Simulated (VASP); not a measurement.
**SiC: single point with r2SCAN**

Crystal: SiC.

```
CELL_PARAMETERS angstrom
0.00000 2.19983 2.16396
2.19983 0.00000 2.16396
2.19983 2.19983 0.00000
ATOMIC_POSITIONS crystal
Si 0.00000 0.00000 0.00000
C 0.25000 0.25000 0.25000
```

This cell differs from its parent crystal: epitaxial xy strain +1.0%.

| Property | Result |
| --- | --- |
| Program | VASP 6.6.1 |
| Task | single point |
| Functional | r2SCAN |
| Potentials or basis | VASP PAW PBE potentials, release 64 (Si, C) |
| Cutoff | 520 eV |
| k mesh | 10 × 10 × 10 |
| Occupations | gaussian, width 0.01 eV |
| Spin | no spin polarisation |
| Dipole correction | no |
| Further INCAR settings | ALGO = Normal; EDIFF = 1e-06; NBANDS = 11 |

- Pressure: -3.1 GPa
- Band gap on the k mesh: 1.56 eV, indirect (least direct gap 5.02 eV)

Stress tensor (GPa, compression positive):
```
-4.60  0.00  0.00
 0.00 -4.60  0.00
 0.00  0.00 -0.15
```

Levels at points of the mesh, in eV from the valence-band top:
```tsv
k point	band 2	band 3	band 4	band 5	band 6	band 7
(0.00, 0.00, 0.00)	-0.11	-0.11	0.00	6.60	7.65	7.70
(0.50, 0.00, 0.00)	-8.83	-1.28	-1.08	5.77	7.50	7.77
(0.50, 0.50, 0.00)	-7.95	-3.51	-3.51	1.56	4.50	14.85
(0.50, 0.00, 0.50)	-8.16	-3.34	-3.31	1.71	4.80	14.66
```

Run time: 100 s on 1 thread of AMD EPYC 7R13, with other jobs on the host, peak memory 0.12 GiB.

Caveat: the cell differs from its parent crystal (epitaxial xy strain +1.0%); the PAW data sets were made with another functional, which shifts forces and pressure a little. A k mesh can miss the band edges.
